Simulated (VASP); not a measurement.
Input of a VASP 6.6.1 run:

The input POSCAR:

```
MgO
1.0
    3.3375404446      0.0000000000      0.0000000000
   -1.6687702223      2.8903948111      0.0000000000
    0.0000000000      0.0000000000      4.8522920054
Mg O
2 2
Direct
    0.3333333333      0.6666666667     -0.0184624123
    0.6666666667      0.3333333333      0.4815375877
    0.3333333333      0.6666666667      0.3934624123
    0.6666666667      0.3333333333      0.8934624123
```

File INCAR.step1:

```
  PREC = Accurate
  ENCUT = 520
  ISMEAR = 0
  SIGMA = 0.01
  LREAL = False
  LASPH = True
  NELM = 100
  NBANDS = 16
  GGA = PE
  ALGO = Normal
  EDIFF = 1E-4
  LWAVE = True
  LCHARG = False
```

File INCAR.step2:

```
  PREC = Accurate
  ENCUT = 520
  EDIFF = 1E-6
  ISMEAR = 0
  SIGMA = 0.01
  LREAL = False
  LASPH = True
  NELM = 100
  ALGO = Normal
  ISIF = 2
  LWAVE = False
  LCHARG = True
  METAGGA = R2SCAN
  LMIXTAU = True
  LELF = True
  LVHAR = True
  NBANDS = 16
  ISTART = 1
```

Contents of KPOINTS:

```
regular mesh
0
Gamma
  12 12 6
```

Potentials or basis: VASP PAW PBE potentials, release 64 (Mg, O).

Command:

```sh
$ cat potpaw_PBE.64/Mg/POTCAR potpaw_PBE.64/O/POTCAR > POTCAR
$ cp INCAR.step1 INCAR
$ mpirun -np 1 vasp_std > vasp.out
$ cp INCAR.step2 INCAR
$ mpirun -np 1 vasp_std > vasp.out
```

Predict the band gap on the k mesh.

4.04 eV.

Predict the largest force.

0.005 eV/Å.

What does it give for the pressure?

-1.1 GPa.

Stress tensor (GPa, compression positive):
```
-1.32  0.00  0.00
 0.00 -1.32  0.00
 0.00  0.00 -0.53
```

Caveat: the cell differs from its parent crystal (epitaxial xy strain +1.5%); the PAW data sets were made with another functional, which shifts forces and pressure a little. A k mesh can miss the band edges.
